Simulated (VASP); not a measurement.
# AlAs (F-43m) in VASP: further runs

Runs on AlAs. Level: PBE. Tasks: single point.

Everything below comes from runs of VASP 6.6.1. Logs are shortened: lines on timing, memory, paths and dates and some standing lists are left out, and cuts for length are marked.

### Step 1. The cell of the first run

It takes space group F-43m (No. 216, cubic). The conventional cell has a = 5.661 Å, b = 5.661 Å, c = 5.661 Å, α = 90.00°, β = 90.00°, γ = 90.00°. Within 3.2 Å of Al (site symmetry -43m) lie 4 As at 2.45 Å. Within 3.2 Å of As (site symmetry -43m) lie 4 Al at 2.45 Å.

### Step 2. Single point, PBE

Input file INCAR:

```
PREC = Accurate
ENCUT = 500
EDIFF = 1E-6
ISMEAR = 0
SIGMA = 0.02
LREAL = F
LASPH = T
NELM = 120
ALGO = Normal
ISIF = 2
LWAVE = F
LCHARG = F
GGA = PE
NBANDS = 11
GGA_COMPAT = F
```

Input file KPOINTS:

```
Automatic mesh
0
Gamma
  2 2 2
```

Input file POSCAR:

```
AlAs
1.0
    0.0000000000      2.8304000000      2.8304000000
    2.8304000000      0.0000000000      2.8304000000
    2.8304000000      2.8304000000      0.0000000000
Al As
1 1
Direct
    0.0000000000      0.0000000000      0.0000000000
    0.2500000000      0.2500000000      0.2500000000
```

Potentials or basis: VASP PAW PBE potentials, release 64 (Al, As).

Started as:

```bash
$ cat potpaw_PBE.64/Al/POTCAR potpaw_PBE.64/As/POTCAR > POTCAR
$ mpirun -np 1 vasp_std > vasp.out
```

OUTCAR:

```text
PREC = Accurate
   ENCUT = 500
   EDIFF = 1E-6
   ISMEAR = 0
   LREAL = F
   LASPH = T
   NELM = 120
   ISIF = 2
   GGA = PE

 ion  position               nearest neighbor table
   1  0.000  0.000  0.000-   2 2.45   2 2.45   2 2.45   2 2.45
   2  0.250  0.250  0.250-   1 2.45   1 2.45   1 2.45   1 2.45

  LATTYP: Found a face centered cubic cell.
 ALAT       =     5.6608000000

  Lattice vectors:

 A1 = (   0.0000000000,   2.8304000000,   2.8304000000)
 A2 = (   2.8304000000,   0.0000000000,   2.8304000000)
 A3 = (   2.8304000000,   2.8304000000,   0.0000000000)

Analysis of symmetry for initial positions (statically):
=====================================================================
 Subroutine PRICEL returns:
 Original cell was already a primitive cell.

 Routine SETGRP: Setting up the symmetry group for a
 face centered cubic supercell.

 Subroutine GETGRP returns: Found 24 space group operations
 (whereof 24 operations were pure point group operations)
 out of a pool of 48 trial point group operations.

The static configuration has the point symmetry T_d .

Analysis of symmetry for dynamics (positions and initial velocities):
=====================================================================
 Subroutine PRICEL returns:
 Original cell was already a primitive cell.

 Routine SETGRP: Setting up the symmetry group for a
 face centered cubic supercell.

 Subroutine GETGRP returns: Found 24 space group operations
 (whereof 24 operations were pure point group operations)
 out of a pool of 48 trial point group operations.

The dynamic configuration has the point symmetry T_d .

 Subroutine INISYM returns: Found 24 space group operations
 (whereof 24 operations are pure point group operations),
 and found     1 'primitive' translations

----------------------------------------------------------------------------------------

                                     Primitive cell

  volume of cell :      45.3496

  direct lattice vectors                    reciprocal lattice vectors
     0.000000000  2.830400000  2.830400000    -0.176653477  0.176653477  0.176653477
     2.830400000  0.000000000  2.830400000     0.176653477 -0.176653477  0.176653477
     2.830400000  2.830400000  0.000000000     0.176653477  0.176653477 -0.176653477

  length of vectors
     4.002790067  4.002790067  4.002790067     0.305972797  0.305972797  0.305972797

  position of ions in fractional coordinates (direct lattice)
     0.000000000  0.000000000  0.000000000
     0.250000000  0.250000000  0.250000000

  ion indices of the primitive-cell ions
   primitive index   ion index
                 1           1
                 2           2
[... 61 lines left out ...]
   NELECT =       8.0000    total number of electrons
   NUPDOWN=      -1.0000    fix difference up-down
   EMIN   =  10.00;   EMAX   =-10.00  energy-range for DOS
   EFERMI =   0.00;   METHOD = LEGACY
   ISMEAR =     0;   SIGMA  =   0.02  broadening in eV -4-tet -1-fermi 0-gaus
   EFERMI_NEDOS =   21; number of points for ismear=-14 and -15
   IALGO  =     38    algorithm
   IMIX   =      4    mixing-type and parameters
     AMIX     =   0.40;   BMIX     =  1.00
     AMIX_MAG =   1.60;   BMIX_MAG =  1.00
  volume/ion in A,a.u.               =      22.67       153.02
  Fermi-wavevector in a.u.,A,eV,Ry     =   0.918150  1.735052 11.469706  0.843000
  Thomas-Fermi vector in A             =   2.043199
   LORBIT       =      0    0 simple, 1 ext, 2 COOP (PROOUT), +10 PAW based schemes
   GGA     = PE    functional components
   LHFCALC =     F    Hartree Fock is set to
   AEXX    =    0.0000 exact exchange contribution
   IVDW    =     0    specifies the selected vdW correction
   LEPSILON=     F    determine dielectric tensor
   LRPA    =     F    only Hartree local field effects (RPA)
 non-spin polarized calculation
 Gauss-broadening in eV      SIGMA  =   0.02
  energy-cutoff  :      500.00
  volume of cell :       45.35
 maximum number of plane-waves:      1162
 NGX is ok and might be reduce to    30
   NGX = 15   NGY = 15   NGZ = 15

 number of electron       8.0000000 magnetization

 Free energy of the ion-electron system (eV)
  ---------------------------------------------------
  ext. energy  EPLUGINS =         0.00000000
  ---------------------------------------------------
  free energy    TOTEN  =        -7.38843460 eV

  energy without entropy =       -7.38843460  energy(sigma->0) =       -7.38843460

 E-fermi :   4.3565     XC(G=0):  -8.8482

 val. band max:        4.2265738967   @ k =   0.0000   0.0000   0.0000
 cond. band min:       5.4880402383   @ k =   0.5000   0.5000   0.0000
 fundamental gap:      1.2614663416
 Fermi energy:         4.3564987218

 k-point     1 :       0.0000    0.0000    0.0000
  band No.  band energies     occupation
      1      -7.6385      2.00000
      2       4.2266      2.00000
      3       4.2266      2.00000
      4       4.2266      2.00000
      5       6.2553      0.00000
      6       8.2903      0.00000
      7       8.2903      0.00000
      8       8.2903      0.00000
      9      12.9974      0.00000
     10      13.0302      0.00000
     11      13.0302      0.00000
[... 15 lines left out ...]
 k-point     3 :       0.5000    0.5000    0.0000
  band No.  band energies     occupation
      1      -5.5726      2.00000
      2      -1.3559      2.00000
      3       1.9724      2.00000
      4       1.9724      2.00000
      5       5.4880      0.00000
      6       6.3623      0.00000
      7      14.4365      0.00000
      8      14.4365      0.00000
      9      16.0793      0.00000
     10      16.6634      0.00000
     11      16.6634      0.00000

------------------------ aborting loop because EDIFF is reached ----------------------------------------

  FORCE on cell =-STRESS in cart. coord.  units (eV):
  Direction    XX          YY          ZZ          XY          YZ          ZX
  --------------------------------------------------------------------------------------
  -------------------------------------------------------------------------------------
  Total        2.2596523      2.2596523      2.2596523      0.0000000      0.0000000      0.0000000
  in kB       79.8323215     79.8323215     79.8323215      0.0000000      0.0000000      0.0000000
  external PRESSURE =      79.8323215 kB  Pullay stress =       0.0000000 kB

 VOLUME and BASIS-vectors are now :
 -----------------------------------------------------------------------------
  energy-cutoff  :      500.00
  volume of cell :       45.35
      direct lattice vectors                 reciprocal lattice vectors
     0.000000000  2.830400000  2.830400000    -0.176653477  0.176653477  0.176653477
     2.830400000  0.000000000  2.830400000     0.176653477 -0.176653477  0.176653477
     2.830400000  2.830400000  0.000000000     0.176653477  0.176653477 -0.176653477

 POSITION                                       TOTAL-FORCE (eV/Angst)
 -----------------------------------------------------------------------------------
      0.00000      0.00000      0.00000         0.000000      0.000000      0.000000
      1.41520      1.41520      1.41520        -0.000000     -0.000000     -0.000000
 -----------------------------------------------------------------------------------
    total drift:                               -0.000000     -0.000000     -0.000000

  FREE ENERGIE OF THE ION-ELECTRON SYSTEM (eV)
  ---------------------------------------------------
  free  energy   TOTEN  =        -7.3884345987 eV

  energy  without entropy=       -7.3884345987  energy(sigma->0) =       -7.38843460
```

stdout:

```text
POSCAR found type information on POSCAR AlAs
 POSCAR found :  2 types and       2 ions
 scaLAPACK will be used
 LDA part: xc-table for (Slater+PW92), standard interpolation
 POSCAR, INCAR and KPOINTS ok, starting setup
 FFT: planning ... GRIDC
 FFT: planning ... GRID_SOFT
 FFT: planning ... GRID
 WAVECAR not read
 entering main loop
```

Wall time 2.8 s (1 thread of Intel Xeon 6975P-C (Granite Rapids), shared host); peak memory 0.16 GiB.

What came out:

```yaml
Free_energy: -7.3884 eV
Pressure: 8.0 GPa
Band_gap_on_the_k_mesh: 1.26 eV, indirect (least direct gap 2.03 eV)
```

Levels at points of the mesh, in eV from the valence-band top:
```csv
k point,band 2,band 3,band 4,band 5,band 6,band 7
"(0.00, 0.00, 0.00)",0.00,0.00,0.00,2.03,4.06,4.06
"(0.50, 0.00, 0.00)",-5.71,-0.86,-0.86,2.01,4.47,4.47
"(0.50, 0.50, 0.00)",-5.58,-2.25,-2.25,1.26,2.14,10.21
```

Caveat: the k points lie up to 0.96 Å⁻¹ apart.

### Step 3. Single point, PBE

Input file INCAR:

```
ALGO = Normal ; EDIFF = 1E-6
ENCUT = 500 ; GGA = PE
GGA_COMPAT = False ; ISIF = 2
ISMEAR = 0 ; LASPH = True
LCHARG = False ; LREAL = False
LWAVE = False ; NBANDS = 11
NELM = 120 ; PREC = Accurate
SIGMA = 0.02
```

Input file KPOINTS:

```
k-points
0
Gamma
  4 4 4
```

POSCAR is that of step 2.

Potentials or basis: VASP PAW PBE potentials, release 64 (Al, As).

Started as:

```bash
$ cat potpaw_PBE.64/Al/POTCAR potpaw_PBE.64/As/POTCAR > POTCAR
$ mpirun -np 1 vasp_std > vasp.out
```

Wall time 3.3 s (1 thread of Intel Xeon 6975P-C (Granite Rapids), shared host); peak memory 0.16 GiB.

Results (log left out):

```yaml
Free_energy: -9.2577 eV
Pressure: 3.1 GPa
Band_gap_on_the_k_mesh: 1.41 eV, indirect (least direct gap 2.05 eV)
```

Levels at points of the mesh, in eV from the valence-band top:
```csv
k point,band 2,band 3,band 4,band 5,band 6,band 7
"(0.00, 0.00, 0.00)",0.00,0.00,0.00,2.05,4.26,4.26
"(0.50, 0.00, 0.00)",-5.59,-0.83,-0.83,2.13,4.65,4.65
"(0.50, 0.50, 0.00)",-5.45,-2.18,-2.18,1.41,2.27,10.32
```

Caveat: the k points lie up to 0.48 Å⁻¹ apart. Expect the measured gap to be larger: semilocal functionals such as PBE lack the derivative discontinuity.

### Step 4. Single point, PBE

Input file INCAR:

```
PREC = Accurate ; ENCUT = 500
EDIFF = 1E-6 ; ISMEAR = 0
SIGMA = 0.02 ; LREAL = False
LASPH = True ; NELM = 120
ALGO = Normal ; ISIF = 2
LWAVE = False ; LCHARG = False
GGA = PE ; NBANDS = 11
GGA_COMPAT = False
```

Input file KPOINTS:

```
regular mesh
0
Gamma
  5 5 5
```

POSCAR is that of step 3.

Started as:

```bash
$ cat potpaw_PBE.64/Al/POTCAR potpaw_PBE.64/As/POTCAR > POTCAR
$ mpirun -np 1 vasp_std > vasp.out
```

Wall time 3.8 s (1 thread of Intel Xeon 6975P-C (Granite Rapids), shared host); peak memory 0.16 GiB.

It converged, with:

```yaml
Free_energy: -9.3390 eV
Pressure: 2.8 GPa
Band_gap_on_the_k_mesh: 1.64 eV, indirect (least direct gap 2.06 eV)
```

Levels at points of the mesh, in eV from the valence-band top:
```csv
k point,band 2,band 3,band 4,band 5,band 6,band 7
"(0.00, 0.00, 0.00)",0.00,0.00,0.00,2.06,4.28,4.28
```

A k mesh can miss the band edges. A hybrid or GW would open this gap; PBE tends to underestimate it.

### Step 5. Single point, PBE

Input file INCAR:

```
  ALGO = Normal
  EDIFF = 1E-6
  ENCUT = 500
  GGA = PE
  GGA_COMPAT = False
  ISIF = 2
  ISMEAR = 0
  LASPH = True
  LCHARG = True
  LELF = True
  LREAL = False
  LVHAR = True
  LWAVE = False
  NBANDS = 11
  NELM = 120
  PREC = Accurate
  SIGMA = 0.02
```

Input file KPOINTS:

```
k-points
0
Gamma
  7 7 7
```

POSCAR is that of step 4.

Started as:

```bash
$ cat potpaw_PBE.64/Al/POTCAR potpaw_PBE.64/As/POTCAR > POTCAR
$ mpirun -np 1 vasp_std > vasp.out
```

Wall time 6.1 s (1 thread of Intel Xeon 6975P-C (Granite Rapids), shared host); peak memory 0.16 GiB.

Results (log left out):

```yaml
Free_energy: -9.3707 eV
Pressure: 2.8 GPa
Band_gap_on_the_k_mesh: 1.54 eV, indirect (least direct gap 2.06 eV)
```

Levels at points of the mesh, in eV from the valence-band top:
| k point | band 1 | band 2 | band 3 | band 4 | band 5 | band 6 | band 7 | band 8 | band 9 |
| --- | --- | --- | --- | --- | --- | --- | --- | --- | --- |
| (0.00, 0.00, 0.00) | -11.86 | 0.00 | 0.00 | 0.00 | 2.06 | 4.29 | 4.29 | 4.29 | 8.87 |

A k mesh can miss the band edges. Expect the measured gap to be larger: semilocal functionals such as PBE lack the derivative discontinuity.

### Step 6. Overview

| k mesh | gap on the mesh (eV) | pressure (GPa) |
| --- | --- | --- |
| 2 × 2 × 2 | 1.26 | 8.0 |
| 4 × 4 × 4 | 1.41 | 3.1 |
| 5 × 5 × 5 | 1.64 | 2.8 |
| 7 × 7 × 7 | 1.54 | 2.8 |

Alike in all rows: task single point; level PBE; potentials or basis VASP PAW PBE potentials, release 64 (Al, As); no spin polarisation; cell as given; cutoff (eV) 500; smearing gaussian 0.02 eV.

Caveats: some runs use coarse meshes.

Total energies depend on the potentials used, so only differences within one code and one set of settings carry meaning.
